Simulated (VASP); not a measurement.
# H4CO in VASP: notebook

The runs below take H4CO through single point, with PBE+D3(BJ).

Program: VASP 6.6.1. These are calculated values, not measurements. Logs are shortened: lines on timing, memory, paths and dates and some standing lists are left out, and cuts for length are marked.

## Step 1: The cell of the first run

The cell holds an amorphous packing of atoms, 36 atoms: a = 8.055 Å, b = 8.055 Å, c = 8.055 Å, α = 90.00°, β = 90.00°, γ = 90.00°.

## Step 2: Single point, PBE+D3(BJ)

INCAR reads:

```
SYSTEM = H4CO
  PREC = Accurate
  ENCUT = 520
  EDIFF = 1E-6
  ISMEAR = -1
  SIGMA = 0.02
  LREAL = Auto
  LASPH = .TRUE.
  NELM = 60
  ALGO = Normal
  ISIF = 2
  LWAVE = .FALSE.
  LCHARG = .FALSE.
  GGA = PE
  IVDW = 12
  NBANDS = 66
```

KPOINTS reads:

```
Automatic mesh
0
G
  1 1 1
  0 0 0
```

POSCAR reads:

```
H4CO
1.0
    8.0548320000      0.0000000000      0.0000000000
    0.0000000000      8.0548320000      0.0000000000
    0.0000000000      0.0000000000      8.0548320000
C O H
6 6 24
Direct
    0.6907530784      0.5418734990      0.5617994267
    0.4458193541      0.1884334769      0.2004014485
    0.0268410316      0.0208818756      0.7622629497
    0.0792691890      0.5270004390      0.2921848649
    0.3098140346      0.4585942947      0.7666329974
    0.8796707368      0.8739722939      0.2988020110
    0.6845083796      0.3687600188      0.5585218910
    0.2902357243      0.1187361822      0.2222144422
   -0.0130604834     -0.1484823023      0.7993214508
    0.1911523418      0.5310228693      0.1531751376
    0.2781187739      0.6299076132      0.8158084489
    0.8157463744      0.8069938641      0.1521198704
    0.8094023563      0.5861202319      0.6195659947
    0.7473774748      0.3433342868      0.6588343494
    0.6826337284      0.5903413007      0.4268990340
    0.5939416241      0.6148731594      0.6305531884
    0.4401829858      0.3252954252      0.2384655571
    0.3024271642      0.0024457369      0.2630098306
    0.5492851992      0.1365267457      0.2700739134
    0.4888370111      0.1977322432      0.0712864030
   -0.0848931424      0.1116596845      0.7841131882
    0.0921558637     -0.2042376551      0.7742185064
    0.1336713168      0.0738314592      0.8358833555
    0.0504417721      0.0507893895      0.6272259930
    0.0969852630      0.6398891994      0.3683130821
    0.1906929902      0.4131557306      0.1203004606
   -0.0511370070      0.5421962867      0.2612717435
    0.0913861394      0.4131929753      0.3707588191
    0.4401209113      0.4276190987      0.7488424340
    0.2656914508      0.6268287160      0.9349915678
    0.2512280827      0.3748184940      0.8569142100
    0.2508432206      0.4262162141      0.6423473513
    0.8116494546      0.8159450129      0.4053219235
    0.8928926140      0.8353619293      0.0611682528
    1.0068366417      0.8517123635      0.3066730628
    0.8583295095      1.0132179045      0.3172009050
```

Potentials or basis: VASP PAW PBE potentials, release 64 (C, O, H).

Command:

```sh
> cat potpaw_PBE.64/C/POTCAR potpaw_PBE.64/O/POTCAR potpaw_PBE.64/H/POTCAR > POTCAR
> mpirun -np 1 vasp_gam > vasp.out
```

OUTCAR:

```text
SYSTEM = H4CO
   PREC = Accurate
   ENCUT = 520
   EDIFF = 1E-6
   ISMEAR = -1
   LREAL = Auto
   LASPH = .TRUE.
   NELM = 60
   ISIF = 2
   GGA = PE
   IVDW = 12
 IVDW          = 12

 ion  position               nearest neighbor table
   1  0.691  0.542  0.562-  13 1.12  16 1.12  15 1.16   7 1.40
   2  0.446  0.188  0.200-  19 1.09  20 1.10  17 1.15   8 1.38
   3  0.027  0.021  0.762-  23 1.13  24 1.13  21 1.17   9 1.43
   4  0.079  0.527  0.292-  27 1.09  25 1.11  28 1.12  10 1.44
   5  0.310  0.459  0.767-  29 1.09  31 1.10  32 1.14  11 1.46
   6  0.880  0.874  0.299-  35 1.04  33 1.12  36 1.14  12 1.40
   7  0.685  0.369  0.559-  14 0.98   1 1.40
   8  0.290  0.119  0.222-  18 1.00   2 1.38
   9  0.987  0.852  0.799-  22 0.98   3 1.43
  10  0.191  0.531  0.153-  26 0.99   4 1.44
  11  0.278  0.630  0.816-  30 0.97   5 1.46
  12  0.816  0.807  0.152-  34 0.99   6 1.40
  13  0.809  0.586  0.620-   1 1.12
  14  0.747  0.343  0.659-   7 0.98
  15  0.683  0.590  0.427-   1 1.16
  16  0.594  0.615  0.631-   1 1.12
  17  0.440  0.325  0.238-   2 1.15
  18  0.302  0.002  0.263-   8 1.00
[... 16 lines left out ...]
  35  0.007  0.852  0.307-   6 1.04
  36  0.858  0.013  0.317-   6 1.14

  LATTYP: Found a simple cubic cell.
 ALAT       =     8.0548320000

  Lattice vectors:

 A1 = (   8.0548320000,   0.0000000000,   0.0000000000)
 A2 = (   0.0000000000,   8.0548320000,   0.0000000000)
 A3 = (   0.0000000000,   0.0000000000,   8.0548320000)

Analysis of symmetry for initial positions (statically):
=====================================================================
 Subroutine PRICEL returns:
 Original cell was already a primitive cell.

 Routine SETGRP: Setting up the symmetry group for a
 simple cubic supercell.

 Subroutine GETGRP returns: Found  1 space group operations
 (whereof  1 operations were pure point group operations)
 out of a pool of 48 trial point group operations.

The static configuration has the point symmetry C_1 .

Analysis of symmetry for dynamics (positions and initial velocities):
=====================================================================
 Subroutine PRICEL returns:
 Original cell was already a primitive cell.

 Routine SETGRP: Setting up the symmetry group for a
 simple cubic supercell.

 Subroutine GETGRP returns: Found  1 space group operations
 (whereof  1 operations were pure point group operations)
 out of a pool of 48 trial point group operations.

The dynamic configuration has the point symmetry C_1 .

 Subroutine INISYM returns: Found  1 space group operations
 (whereof  1 operations are pure point group operations),
 and found     1 'primitive' translations

----------------------------------------------------------------------------------------

                                     Primitive cell

  volume of cell :     522.6001

  direct lattice vectors                    reciprocal lattice vectors
     8.054832000  0.000000000  0.000000000     0.124149082  0.000000000  0.000000000
     0.000000000  8.054832000  0.000000000     0.000000000  0.124149082  0.000000000
     0.000000000  0.000000000  8.054832000     0.000000000  0.000000000  0.124149082

  length of vectors
     8.054832000  8.054832000  8.054832000     0.124149082  0.124149082  0.124149082

  position of ions in fractional coordinates (direct lattice)
     0.690753078  0.541873499  0.561799427
     0.445819354  0.188433477  0.200401449
     0.026841032  0.020881876  0.762262950
     0.079269189  0.527000439  0.292184865
     0.309814035  0.458594295  0.766632997
     0.879670737  0.873972294  0.298802011
[... 28 lines left out ...]
     0.006836642  0.851712363  0.306673063
     0.858329510  0.013217905  0.317200905

  ion indices of the primitive-cell ions
   primitive index   ion index
                 1           1
                 2           2
                 3           3
                 4           4
                 5           5
                 6           6
[... 28 lines left out ...]
                35          35
                36          36

----------------------------------------------------------------------------------------

 KPOINTS: Automatic mesh

Automatic generation of k-mesh.
 Grid dimensions read from file:
 generate k-points for:    1    1    1

 Generating k-lattice:

  Cartesian coordinates                     Fractional coordinates (reciprocal lattice)
     0.124149082  0.000000000  0.000000000     1.000000000  0.000000000  0.000000000
     0.000000000  0.124149082  0.000000000     0.000000000  1.000000000  0.000000000
     0.000000000  0.000000000  0.124149082     0.000000000  0.000000000  1.000000000

  Length of vectors
     0.124149082  0.124149082  0.124149082

  Shift w.r.t. Gamma in fractional coordinates (k-lattice)
     0.000000000  0.000000000  0.000000000

 Subroutine IBZKPT returns following result:
 ===========================================

 Found      1 irreducible k-points:

 Following reciprocal coordinates:
            Coordinates               Weight
  0.000000  0.000000  0.000000      1.000000
   k-points           NKPTS =      1   k-points in BZ     NKDIM =      1   number of bands    NBANDS=     66
   number of dos      NEDOS =    301   number of ions     NIONS =     36
   total plane-waves  NPLWV = 216000
   dimension x,y,z NGX =    60 NGY =   60 NGZ =   60
   dimension x,y,z NGXF=   120 NGYF=  120 NGZF=  120
   ions per type =               6   6  24
   NGX,Y,Z   is equivalent  to a cutoff of  12.38, 12.38, 12.38 a.u.
   NGXF,Y,Z  is equivalent  to a cutoff of  24.77, 24.77, 24.77 a.u.
 SYSTEM =  H4CO
   PREC   = accura    normal or accurate (medium, high low for compatibility)
   ISTART =      0    job   : 0-new  1-cont  2-samecut
   ICHARG =      2    charge: 1-file 2-atom 10-const
   ISPIN  =      1    spin polarized calculation?
   LNONCOLLINEAR =      F non collinear calculations
   LSORBIT =      F    spin-orbit coupling
   LASPH  =      T    aspherical Exc in radial PAW
   ENCUT  =  520.0 eV  38.22 Ry    6.18 a.u.  14.98 14.98 14.98*2*pi/ulx,y,z
   NELM   =     60;   NELMIN=  2; NELMDL= -5     # of ELM steps
   EDIFF  = 0.1E-05   stopping-criterion for ELM
   LREAL  =      T    real-space projection
   EDIFFG = 0.1E-04   stopping-criterion for IOM
   NSW    =      0    number of steps for IOM
   IBRION =     -1    ionic relax: 0-MD 1-quasi-New 2-CG
   NFREE  =      0    steps in history (QN), initial steepest desc. (CG)
   ISIF   =      2    stress and relaxation
   ISYM   =      2    0-nonsym 1-usesym 2-fastsym
   POTIM  = 0.5000    time-step for ionic-motion
   TEBEG  =    0.0;   TEEND  =   0.0 temperature during run
   PSTRESS=    0.0 pullay stress
   NELECT =      84.0000    total number of electrons
   NUPDOWN=      -1.0000    fix difference up-down
   EMIN   =  10.00;   EMAX   =-10.00  energy-range for DOS
   EFERMI =   0.00;   METHOD = LEGACY
   ISMEAR =    -1;   SIGMA  =   0.02  broadening in eV -4-tet -1-fermi 0-gaus
   EFERMI_NEDOS =   21; number of points for ismear=-14 and -15
   IALGO  =     38    algorithm
   IMIX   =      4    mixing-type and parameters
     AMIX     =   0.40;   BMIX     =  1.00
     AMIX_MAG =   1.60;   BMIX_MAG =  1.00
  volume/ion in A,a.u.               =      14.52        97.96
  Fermi-wavevector in a.u.,A,eV,Ry     =   0.890112  1.682068 10.779893  0.792300
  Thomas-Fermi vector in A             =   2.011761
   LORBIT       =      0    0 simple, 1 ext, 2 COOP (PROOUT), +10 PAW based schemes
   GGA     = PE    functional components
   LHFCALC =     F    Hartree Fock is set to
   AEXX    =    0.0000 exact exchange contribution
   IVDW    =    12    specifies the selected vdW correction
   LEPSILON=     F    determine dielectric tensor
   LRPA    =     F    only Hartree local field effects (RPA)
 non-spin polarized calculation
  energy-cutoff  :      520.00
  volume of cell :      522.60
 maximum number of plane-waves:      6999
 NGX is ok and might be reduce to    60
   NGX = 29   NGY = 29   NGZ = 29

 number of electron      83.9999983 magnetization

 Free energy of the ion-electron system (eV)
  ---------------------------------------------------
  ext. energy  EPLUGINS =         0.00000000
  ---------------------------------------------------
  free energy    TOTEN  =      -181.14765636 eV

  energy without entropy =     -181.14765636  energy(sigma->0) =     -181.14765636

 E-fermi :  -3.1885     XC(G=0):  -5.4352

 val. band max:       -3.7033440929   @ k =   0.0000   0.0000   0.0000
 cond. band min:       0.5870234225   @ k =   0.0000   0.0000   0.0000
 fundamental gap:      4.2903675154
 Fermi energy:        -3.1884826851

 k-point     1 :       0.0000    0.0000    0.0000
  band No.  band energies     occupation
      1     -23.7520      2.00000
      2     -23.6661      2.00000
      3     -23.5745      2.00000
      4     -23.3723      2.00000
      5     -23.1043      2.00000
      6     -23.0623      2.00000
[... 46 lines left out ...]
     53       3.8769      0.00000
     54       4.0553      0.00000
 [bands above 54 left out]

------------------------ aborting loop because EDIFF is reached ----------------------------------------

 Edisp (eV)   -0.94334

 E8    (eV) :    -0.2030

  FORCE on cell =-STRESS in cart. coord.  units (eV):
  Direction    XX          YY          ZZ          XY          YZ          ZX
  --------------------------------------------------------------------------------------
  -------------------------------------------------------------------------------------
  Total       1.16615    -5.88736    -3.80462     0.88646    -0.55480     1.17041
  in kB       3.57517   -18.04936   -11.66413     2.71768    -1.70089     3.58822
  external pressure =       -8.71 kB  Pullay stress =        0.00 kB

 VOLUME and BASIS-vectors are now :
 -----------------------------------------------------------------------------
  energy-cutoff  :      520.00
  volume of cell :      522.60
      direct lattice vectors                 reciprocal lattice vectors
     8.054832000  0.000000000  0.000000000     0.124149082  0.000000000  0.000000000
     0.000000000  8.054832000  0.000000000     0.000000000  0.124149082  0.000000000
     0.000000000  0.000000000  8.054832000     0.000000000  0.000000000  0.124149082

 POSITION                                       TOTAL-FORCE (eV/Angst)
 -----------------------------------------------------------------------------------
      5.56390      4.36470      4.52520         0.463379      2.901530     -1.477877
      3.59100      1.51780      1.61420         1.470547      2.783903     -0.055041
      0.21620      0.16820      6.13990        -1.027235      2.437046     -0.362055
      0.63850      4.24490      2.35350        -0.204065      0.508129      1.214160
      2.49550      3.69390      6.17510        -1.173852     -0.064033     -0.852192
      7.08560      7.03970      2.40680        -2.314948      1.541325      1.253158
[... 28 lines left out ...]
      0.05507      6.86040      2.47020         2.064000     -0.248530      0.465612
      6.91370      0.10647      2.55500         0.108663     -0.834043     -0.447082
 -----------------------------------------------------------------------------------
    total drift:                               -0.028298      0.007646      0.004824

  FREE ENERGIE OF THE ION-ELECTRON SYSTEM (eV)
  ---------------------------------------------------
  free  energy   TOTEN  =      -182.0909984368 eV

  energy  without entropy=     -182.0909984368  energy(sigma->0) =     -182.09099844
```

Wall time 76 s (1 thread of Intel Xeon 6975P-C, shared host); peak memory 0.44 GiB.

What came out:

* Free energy: -182.0910 eV
* Pressure: -0.9 GPa
* Largest force: 3.289 eV/Å
* Band gap on the k mesh: 4.29 eV
* Dispersion energy per atom: -0.026 eV

Forces in eV/Å, atoms in the order of the input:
```
C    0.463  2.902 -1.478
C    1.471  2.784 -0.055
C   -1.027  2.437 -0.362
C   -0.204  0.508  1.214
C   -1.174 -0.064 -0.852
C   -2.315  1.541  1.253
O   -0.011 -0.718  0.879
O   -1.016 -1.848  0.586
O    0.373  0.980 -0.214
O   -0.352 -1.136  0.125
O    0.284 -0.590 -1.079
O   -0.051  0.052 -1.075
H   -0.298 -0.051 -0.506
H   -0.227 -0.773 -0.190
H    0.213 -0.551  1.367
H   -0.083 -0.851 -0.076
H   -0.043 -1.084 -0.040
H   -0.145  1.115 -0.505
H   -0.004 -0.438  0.406
H   -0.219 -0.463 -0.427
H    1.080 -1.522  0.258
H   -0.014 -0.765  0.221
H   -0.537 -0.538 -0.261
H    0.179 -0.739  0.538
H    0.629 -0.441  0.040
H    0.318  0.553 -0.195
H   -0.440 -0.352 -0.731
H    0.246  0.462 -0.397
H    0.392  0.172  0.333
H   -0.140  0.038  0.683
H    0.156 -0.149  0.053
H    0.217  0.690  0.888
H    0.545  0.136 -0.448
H   -0.439 -0.215  0.030
H    2.064 -0.249  0.466
H    0.109 -0.834 -0.447
```

Caveat: the k points lie up to 0.78 Å⁻¹ apart.

## Step 3: Single point, PBE+D3(BJ)

INCAR reads:

```
PREC     = Accurate       # precision mode
ENCUT    = 520            # plane-wave cutoff, eV
EDIFF    = 1E-6           # SCF threshold, eV
ISMEAR   = -1             # smearing method
SIGMA    = 0.02           # smearing width, eV
LREAL    = Auto         
LASPH    = T              # aspherical terms in the spheres
NELM     = 60             # most SCF steps
ALGO     = Normal         # electronic algorithm
ISIF     = 2              # what is computed and relaxed
LWAVE    = F              # write WAVECAR
LCHARG   = F              # write CHGCAR
GGA      = PE             # functional
IVDW     = 12             # dispersion correction
NBANDS   = 66             # bands
```

KPOINTS reads:

```
Automatic mesh
0
Gamma
  1 1 1
```

POSCAR reads:

```
H4CO
1.0
    8.0548320000      0.0000000000      0.0000000000
    0.0000000000      8.0548320000      0.0000000000
    0.0000000000      0.0000000000      8.0548320000
C O H
6 6 24
Direct
    0.6862837114      0.5448530770      0.5228538596
    0.5075214480      0.1997558732      0.1615676156
   -0.0089759786     -0.0090256383      0.7542305041
    0.1327650285      0.4998738645      0.3146930935
    0.2711291806      0.4802458946      0.7587122860
    0.8387760291      0.9050840539      0.3006766622
    0.6713237470      0.3785926261      0.5560264944
    0.3436198297      0.1697986997      0.2141695817
   -0.0346500088     -0.1510646032      0.8518116827
    0.2257775209      0.5441950869      0.1674398672
    0.2927311209      0.6433405439      0.8297876355
    0.8270439408      0.7916242077      0.1690538052
    0.7945665409      0.6096961426      0.5758655177
    0.7178920678      0.3829502589      0.6647935053
    0.6825592390      0.5706636712      0.3959114231
    0.5890501503      0.6116576981      0.5880072980
    0.5052743496      0.3248981481      0.1103933639
    0.3374496203      0.0459848200      0.2199176842
    0.5903661305      0.2052060180      0.2675164423
    0.5517185213      0.0996296385      0.0721802764
   -0.1254898923      0.0555442994      0.7600779259
    0.0630180741     -0.2223385913      0.8426991401
    0.0871278259      0.0843717163      0.7948272540
    0.0129984089     -0.0235883256      0.6209937091
    0.1932256315      0.5626933001      0.4187424393
    0.1940201856      0.4550063862      0.0848931424
    0.0066295610      0.5491362203      0.3185541300
    0.1306420792      0.3674936982      0.3412858269
    0.3942726552      0.4239691157      0.7320326482
    0.3641292581      0.6496473173      0.9284240813
    0.1879989552      0.3962714554      0.8339590447
    0.2148275718      0.5087753537      0.6405223597
    0.7100955054      0.9145193841      0.3523599251
    0.9032218177      0.8277019310      0.0891390410
    0.9406527659      0.8742205921      0.3897412137
    0.8707816625      1.0257693767      0.2524323288
```

Potentials or basis: VASP PAW PBE potentials, release 64 (C, O, H).

Command:

```sh
> cat potpaw_PBE.64/C/POTCAR potpaw_PBE.64/O/POTCAR potpaw_PBE.64/H/POTCAR > POTCAR
> mpirun -np 1 vasp_gam > vasp.out
```

It took 76 s on 1 thread of Intel Xeon 6975P-C, shared host; peak memory 0.44 GiB.

It converged, with:

```
Free energy                : -181.9772 eV
Pressure                   : 0.9 GPa
Largest force              : 2.773 eV/Å
Band gap on the k mesh     : 4.21 eV
Dispersion energy per atom : -0.026 eV
```

Forces on the atoms (eV/Å):
```
C   -0.180  2.598  0.951
C    0.725 -0.235 -0.664
C    0.171  1.607 -0.200
C    0.321  0.732  0.380
C    0.747  0.277  0.754
C   -0.524  0.083  0.486
O    0.412 -1.672  0.139
O   -1.009 -2.026  0.144
O    0.628 -0.542  0.055
O   -0.975 -1.602 -0.656
O   -0.175  0.470  0.114
O   -1.225 -1.180  1.070
H    0.659 -0.472 -0.151
H    0.207 -1.294  1.140
H   -0.160  0.293 -1.928
H   -0.910  0.554 -0.123
H    0.266  0.138 -0.551
H   -0.380  1.233  0.183
H    0.523 -0.139  0.427
H   -0.176  1.017  0.417
H   -0.768  0.608  0.025
H    0.350 -0.209  0.091
H   -0.177 -0.784  0.315
H    0.181 -0.741 -0.187
H    0.388  0.019  0.076
H    0.522  1.208  0.884
H   -0.417  0.065 -0.575
H    0.179 -0.368 -0.151
H   -0.450 -0.196  0.207
H   -0.396 -0.563 -0.300
H    0.489  0.376 -0.328
H   -0.436 -0.294 -0.423
H    0.895 -0.040  0.457
H    1.306  0.319 -2.031
H   -0.681 -0.173  0.112
H    0.067  0.933 -0.160
```

Stress tensor (GPa, compression positive):
```
 0.34 -0.55 -0.05
-0.55  0.66 -1.16
-0.05 -1.16  1.70
```

Levels at points of the mesh, in eV from the valence-band top:
```csv
k point,band 38,band 39,band 40,band 41,band 42,band 43,band 44,band 45,band 46,band 47
"(0.00, 0.00, 0.00)",-0.64,-0.34,-0.31,-0.17,0.00,4.21,5.10,5.46,5.97,6.27
```

Caveat: the k points lie up to 0.78 Å⁻¹ apart.
